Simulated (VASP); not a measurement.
# SnO (Pmn2_1) in VASP: G0W0 quasiparticle levels with r2SCAN

Aim: the G0W0 quasiparticle levels of SnO with r2SCAN.

All numbers are computed with VASP 6.6.1; they aren't measurements. Logs are shortened: lines on timing, memory, paths and dates and some standing lists are left out, and cuts for length are marked.

## Step 1: The cell of the first run

Symmetry: Pmn2_1, No. 31, orthorhombic system. The conventional cell has a = 3.303 Å, b = 5.758 Å, c = 4.001 Å, α = 90.00°, β = 90.00°, γ = 90.00°. Sn (site symmetry m) has 3 O at 2.12 to 2.13 Å within 2.8 Å. Within 2.8 Å of O (site symmetry m) lie 3 Sn at 2.12 to 2.13 Å.

## Step 2: G0W0 quasiparticle levels, r2SCAN

POSCAR

```
SnO
1.0
    3.3031148417      0.0000000000      0.0000000000
    0.0000000000      5.7577050573      0.0000000000
    0.0000000000      0.0000000000      4.0008070726
Sn O
2 2
Direct
    0.0000000000      0.2294420242      0.5172649377
    0.5000000000      0.7705579758      0.0172649377
    0.0000000000      0.8935339404      0.7327360623
    0.5000000000      0.1064660596      0.2327360623
```

INCAR.step1

```
SYSTEM = SnO
PREC = Accurate
ENCUT = 500
EDIFF = 1E-8
ISMEAR = 0
SIGMA = 0.01
LREAL = .FALSE.
LASPH = .TRUE.
NELM = 80
ALGO = Normal
LWAVE = .TRUE.
LCHARG = .FALSE.
METAGGA = R2SCAN
LMIXTAU = .TRUE.
```

INCAR.step2

```
SYSTEM = SnO
PREC = Accurate
ENCUT = 500
EDIFF = 1E-8
ISMEAR = 0
SIGMA = 0.01
LREAL = .FALSE.
LASPH = .TRUE.
NELM = 1
ALGO = Exact
LWAVE = .TRUE.
LCHARG = .FALSE.
METAGGA = R2SCAN
LMIXTAU = .TRUE.
NBANDS = 143
LOPTICS = .TRUE.
ISTART = 1
```

INCAR.step3

```
SYSTEM = SnO
PREC = Accurate
ENCUT = 500
EDIFF = 1E-8
ISMEAR = 0
SIGMA = 0.01
LREAL = .FALSE.
LASPH = .TRUE.
ALGO = EVGW0
LWAVE = .FALSE.
LCHARG = .FALSE.
METAGGA = R2SCAN
LMIXTAU = .TRUE.
NELMGW = 1
NBANDS = 143
ENCUTGW = 80.0
NOMEGA = 48
PRECFOCK = Fast
ISTART = 1
NBANDSGW = 28
```

KPOINTS

```
regular mesh
0
G
  4 2 4
  0 0 0
```

Potentials or basis: VASP PAW PBE potentials, release 64 (Sn_d_GW, O_GW).

On the command line:

```sh
> cat potpaw_PBE.64/Sn_d_GW/POTCAR potpaw_PBE.64/O_GW/POTCAR > POTCAR
> cp INCAR.step1 INCAR
> mpirun -np 1 vasp_std > vasp.out
> cp INCAR.step2 INCAR
> mpirun -np 1 vasp_std > vasp.out
> cp INCAR.step3 INCAR
> mpirun -np 1 vasp_std > vasp.out
```

OUTCAR:

```text
SYSTEM = SnO
   PREC = Accurate
   ENCUT = 500
   EDIFF = 1E-8
   ISMEAR = 0
   LREAL = .FALSE.
   LASPH = .TRUE.
   METAGGA = R2SCAN
   NELMGW = 1
   ENCUTGW = 80.0
   PRECFOCK = Fast
   ISTART = 1

 ion  position               nearest neighbor table
   1  0.000  0.229  0.517-   3 2.12   4 2.13   4 2.13
   2  0.500  0.771  0.017-   4 2.12   3 2.13   3 2.13
   3  0.000  0.894  0.733-   1 2.12   2 2.13   2 2.13
   4  0.500  0.106  0.233-   2 2.12   1 2.13   1 2.13

  LATTYP: Found a simple orthorhombic cell.
 ALAT       =     3.3031148417
 B/A-ratio  =     1.2112225170
 C/A-ratio  =     1.7431137981

  Lattice vectors:

 A1 = (  -3.3031148417,   0.0000000000,   0.0000000000)
 A2 = (   0.0000000000,   0.0000000000,   4.0008070726)
 A3 = (   0.0000000000,   5.7577050573,   0.0000000000)

Analysis of symmetry for initial positions (statically):
=====================================================================
 Subroutine PRICEL returns:
 Original cell was already a primitive cell.

 Routine SETGRP: Setting up the symmetry group for a
 simple orthorhombic supercell.

 Subroutine GETGRP returns: Found  4 space group operations
 (whereof  2 operations were pure point group operations)
 out of a pool of  8 trial point group operations.

The static configuration has the point symmetry C_1h.
 The point group associated with its full space group is C_2v.

Analysis of symmetry for dynamics (positions and initial velocities):
=====================================================================
 Subroutine PRICEL returns:
 Original cell was already a primitive cell.

 Routine SETGRP: Setting up the symmetry group for a
 simple orthorhombic supercell.

 Subroutine GETGRP returns: Found  4 space group operations
 (whereof  2 operations were pure point group operations)
 out of a pool of  8 trial point group operations.

The dynamic configuration has the point symmetry C_1h.
 The point group associated with its full space group is C_2v.

 Subroutine INISYM returns: Found  4 space group operations
 (whereof  2 operations are pure point group operations),
 and found     1 'primitive' translations

----------------------------------------------------------------------------------------

                                     Primitive cell

  volume of cell :      76.0888

  direct lattice vectors                    reciprocal lattice vectors
     3.303114842  0.000000000  0.000000000     0.302744545  0.000000000  0.000000000
     0.000000000  5.757705057  0.000000000     0.000000000  0.173680310  0.000000000
     0.000000000  0.000000000  4.000807073     0.000000000  0.000000000  0.249949568

  length of vectors
     3.303114842  5.757705057  4.000807073     0.302744545  0.173680310  0.249949568

  position of ions in fractional coordinates (direct lattice)
     0.000000000  0.229442024  0.517264938
     0.500000000  0.770557976  0.017264938
     0.000000000  0.893533940  0.732736062
     0.500000000  0.106466060  0.232736062

  ion indices of the primitive-cell ions
   primitive index   ion index
                 1           1
                 2           2
                 3           3
                 4           4

----------------------------------------------------------------------------------------

 KPOINTS: regular mesh

Automatic generation of k-mesh.
 Grid dimensions read from file:
 generate k-points for:    4    2    4

 Generating k-lattice:

  Cartesian coordinates                     Fractional coordinates (reciprocal lattice)
     0.075686136  0.000000000  0.000000000     0.250000000  0.000000000  0.000000000
     0.000000000  0.086840155  0.000000000     0.000000000  0.500000000  0.000000000
     0.000000000  0.000000000  0.062487392     0.000000000  0.000000000  0.250000000

  Length of vectors
     0.075686136  0.086840155  0.062487392

  Shift w.r.t. Gamma in fractional coordinates (k-lattice)
     0.000000000  0.000000000  0.000000000

 Subroutine IBZKPT returns following result:
 ===========================================

 Found     18 irreducible k-points:

 Following reciprocal coordinates:
            Coordinates               Weight
  0.000000  0.000000  0.000000      1.000000
  0.250000  0.000000  0.000000      2.000000
  0.500000  0.000000  0.000000      1.000000
  0.000000  0.500000  0.000000      1.000000
  0.250000  0.500000  0.000000      2.000000
  0.500000  0.500000  0.000000      1.000000
[... 10 lines left out ...]
  0.250000  0.500000  0.500000      2.000000
  0.500000  0.500000  0.500000      1.000000
   k-points           NKPTS =     18   k-points in BZ     NKDIM =     32   number of bands    NBANDS=    143
   number of dos      NEDOS =    301   number of ions     NIONS =      4
   total plane-waves  NPLWV =  30240
   dimension x,y,z NGX =    24 NGY =   42 NGZ =   30
   dimension x,y,z NGXF=    48 NGYF=   84 NGZF=   60
   ions per type =               2   2
   NGX,Y,Z   is equivalent  to a cutoff of  12.08, 12.13, 12.47 a.u.
   NGXF,Y,Z  is equivalent  to a cutoff of  24.16, 24.25, 24.93 a.u.
 SYSTEM =  SnO
   PREC   = accura    normal or accurate (medium, high low for compatibility)
   ISTART =      1    job   : 0-new  1-cont  2-samecut
   ICHARG =      0    charge: 1-file 2-atom 10-const
   ISPIN  =      1    spin polarized calculation?
   LNONCOLLINEAR =      F non collinear calculations
   LSORBIT =      F    spin-orbit coupling
   LASPH  =      T    aspherical Exc in radial PAW
   ENCUT  =  500.0 eV  36.75 Ry    6.06 a.u.   6.02 10.50  7.29*2*pi/ulx,y,z
   NELM   =     60;   NELMIN=  2; NELMDL=  0     # of ELM steps
   EDIFF  = 0.1E-07   stopping-criterion for ELM
   LREAL  =      F    real-space projection
   EDIFFG = 0.1E-06   stopping-criterion for IOM
   NSW    =      0    number of steps for IOM
   IBRION =     -1    ionic relax: 0-MD 1-quasi-New 2-CG
   NFREE  =      0    steps in history (QN), initial steepest desc. (CG)
   ISIF   =      0    stress and relaxation
   ISYM   =      3    0-nonsym 1-usesym 2-fastsym
   POTIM  = 0.5000    time-step for ionic-motion
   TEBEG  =    0.0;   TEEND  =   0.0 temperature during run
   PSTRESS=    0.0 pullay stress
   NELECT =      40.0000    total number of electrons
   NUPDOWN=      -1.0000    fix difference up-down
   EMIN   =  10.00;   EMAX   =-10.00  energy-range for DOS
   EFERMI =   0.00;   METHOD = LEGACY
   ISMEAR =     0;   SIGMA  =   0.01  broadening in eV -4-tet -1-fermi 0-gaus
   EFERMI_NEDOS =   21; number of points for ismear=-14 and -15
   IALGO  =     38    algorithm
   IMIX   =      4    mixing-type and parameters
     AMIX     =   0.40;   BMIX     =  1.00
     AMIX_MAG =   1.60;   BMIX_MAG =  1.00
  volume/ion in A,a.u.               =      19.02       128.37
  Fermi-wavevector in a.u.,A,eV,Ry     =   1.321259  2.496817 23.752032  1.745725
  Thomas-Fermi vector in A             =   2.451026
   LORBIT       =      0    0 simple, 1 ext, 2 COOP (PROOUT), +10 PAW based schemes
   METAGGA = R2SCAN    functional components
   LHFCALC =     T    Hartree Fock is set to
   PRECFOCK=fast      Normal, Fast or Accurate (Low or Medium for compatibility)
   ENCUT4O =  -1.0   cutoff for four orbital integrals eV
   NKREDX  =     1    reduce k-point grid by
   NKREDY  =     1    reduce k-point grid by
   NKREDZ  =     1    reduce k-point grid by
   AEXX    =    1.0000 exact exchange contribution
   HFSCREEN=    0.0000 screening length (either q_TF or 0.3 A-1)
   HFSCREENC=   0.0000 screening length for correlation (either q_TF or 0.3 A-1)
   ENCUTFOCK=  -1.0 apply spherical cutoff to Coloumb kernel
   IVDW    =     0    specifies the selected vdW correction
   LEPSILON=     F    determine dielectric tensor
   LRPA    =     F    only Hartree local field effects (RPA)
   LRPAFORCE           =     F    calculate RPA forces
   ENCUTGW             =  80.0    cutoff for response function in eV
   ENCUTGWSOFT         =  64.0    soft cutoff for Coulomb kernel in GW response function in eV
   ENCUTLF             =  -1.0    cutoff for local field effects
   NELMGW              =     1    number of iterations in solving QP/BSE equation
   NELMHF              =     1    number of iterations in the inner HF iteration
   NKREDLFX            =     1    NKREDLFY  =   1   NKREDLFZ  =   1
 non-spin polarized calculation
 Gauss-broadening in eV      SIGMA  =   0.01
  energy-cutoff  :      500.00
  volume of cell :       76.09
 maximum number of plane-waves:      1960
  NGX = 14; NGY = 24; NGZ = 16
   NGX = 13   NGY = 21   NGZ = 15
 maximum number of plane-waves:       134
 NGX is ok and might be reduce to    10

 QP shifts <psi_nk| G(iteration)W_0 |psi_nk>: iteration 1
 for sc-GW calculations column KS-energies equals QP-energies in previous step
 and V_xc(KS)=  KS-energies - (<T + V_ion + V_H > + <T+V_H+V_ion>^1  + <V_x>^1)

 k-point   1 :       0.0000    0.0000    0.0000
  band No.  KS-energies  QP-energies   sigma(KS)   V_xc(KS)     V^pw_x(r,r')   Z            occupation Imag(sigma)

      1     -18.5736     -20.4130     -21.3372     -18.7026     -27.9932       0.6982       2.0000       0.5152
      2     -18.0795     -20.3633     -21.4885     -18.3384     -27.2087       0.7250       2.0000       0.3248
      3     -17.9535     -20.3090     -21.5479     -18.2800     -27.0415       0.7208       2.0000       0.2450
      4     -17.9209     -20.3405     -21.6914     -18.3795     -27.1867       0.7306       2.0000       0.2668
      5     -17.8904     -20.3369     -21.7204     -18.4020     -27.2138       0.7373       2.0000       0.2650
      6     -17.8685     -20.2408     -21.6538     -18.4056     -27.2532       0.7303       2.0000       0.2960
[... 20 lines left out ...]
     27      13.2260      13.3332      -8.4271      -8.5633      -3.7755       0.7877       0.0000      -0.3292
     28      13.9652      14.4086      -9.9293     -10.5039      -5.0758       0.7717       0.0000      -0.4019

 k-point   2 :       0.2500    0.0000    0.0000
  band No.  KS-energies  QP-energies   sigma(KS)   V_xc(KS)     V^pw_x(r,r')   Z            occupation Imag(sigma)

      1     -18.5655     -20.3759     -21.3665     -18.7683     -28.0874       0.6967       2.0000       0.5219
      2     -18.2670     -20.1959     -21.4066     -18.6840     -27.8807       0.7085       2.0000       0.4853
      3     -17.9428     -20.3496     -21.6529     -18.3573     -27.1744       0.7303       2.0000       0.2838
      4     -17.9223     -20.3325     -21.6553     -18.3518     -27.1370       0.7296       2.0000       0.2466
      5     -17.9034     -20.2966     -21.6207     -18.3290     -27.1119       0.7271       2.0000       0.2610
      6     -17.8660     -20.2702     -21.6426     -18.3582     -27.1367       0.7320       2.0000       0.2435
[... 20 lines left out ...]
     27      13.0420      13.2356      -9.0227      -9.2700      -4.2984       0.7831       0.0000      -0.3516
     28      14.2366      14.3720      -8.5706      -8.7413      -3.7933       0.7930       0.0000      -0.3815

 k-point   3 :       0.5000    0.0000    0.0000
  band No.  KS-energies  QP-energies   sigma(KS)   V_xc(KS)     V^pw_x(r,r')   Z            occupation Imag(sigma)

      1     -18.5333     -20.3475     -21.3543     -18.7670     -28.0860       0.7012       2.0000       0.5237
      2     -18.5333     -20.3475     -21.3543     -18.7670     -28.0860       0.7012       2.0000       0.5237
      3     -17.9084     -20.3207     -21.6532     -18.3574     -27.1635       0.7319       2.0000       0.2675
      4     -17.9084     -20.3207     -21.6532     -18.3574     -27.1635       0.7319       2.0000       0.2675
      5     -17.8603     -20.2592     -21.6352     -18.3399     -27.1057       0.7280       2.0000       0.2345
      6     -17.8603     -20.2592     -21.6352     -18.3399     -27.1057       0.7280       2.0000       0.2345
[... 444 lines left out ...]
      3     -17.9427     -20.3484     -21.6558     -18.3509     -27.1688       0.7279       2.0000       0.2826
      4     -17.9427     -20.3484     -21.6558     -18.3509     -27.1688       0.7279       2.0000       0.2826
      5     -17.8743     -20.2710     -21.6256     -18.3437     -27.0930       0.7303       2.0000       0.2269
      6     -17.8743     -20.2710     -21.6256     -18.3437     -27.0930       0.7303       2.0000       0.2269
[... 20 lines left out ...]
     27      14.6428      14.7926      -8.7804      -8.9709      -3.9192       0.7863       0.0000      -0.3982
     28      14.6428      14.7926      -8.7804      -8.9709      -3.9192       0.7863       0.0000      -0.3982

 k-point  18 :       0.5000    0.5000    0.5000
  band No.  KS-energies  QP-energies   sigma(KS)   V_xc(KS)     V^pw_x(r,r')   Z            occupation Imag(sigma)

      1     -18.5695     -20.3587     -21.3160     -18.7411     -28.0709       0.6949       2.0000       0.5331
      2     -18.5695     -20.3587     -21.3160     -18.7411     -28.0709       0.6949       2.0000       0.5331
      3     -17.9327     -20.3334     -21.6273     -18.3320     -27.1405       0.7285       2.0000       0.2771
      4     -17.9327     -20.3334     -21.6273     -18.3320     -27.1405       0.7285       2.0000       0.2771
      5     -17.8403     -20.2532     -21.6672     -18.3664     -27.1340       0.7310       2.0000       0.2277
      6     -17.8403     -20.2532     -21.6672     -18.3664     -27.1340       0.7310       2.0000       0.2277
[... 20 lines left out ...]
     27      14.9380      15.1075      -8.9210      -9.1376      -3.8317       0.7827       0.0000      -0.5082
     28      14.9380      15.1075      -8.9210      -9.1376      -3.8317       0.7827       0.0000      -0.5082
```

Run time: 18 min. Hardware: 1 thread of Intel Xeon 6975P-C, shared host; peak memory 1.7 GiB.

Results:

| Property | Result |
| --- | --- |
| Band gap on the k mesh, mean-field level | 2.25 eV, indirect (least direct gap 3.04 eV) |
| Quasiparticle gap | 2.76 eV |
| Least direct quasiparticle gap | 3.68 eV |

Caveat: the k points lie up to 0.55 Å⁻¹ apart; bands, screening cutoff and mesh are small and nothing is extrapolated, so the quasiparticle values aren't converged; spin-orbit coupling is left out, which moves the levels of the heavy elements.
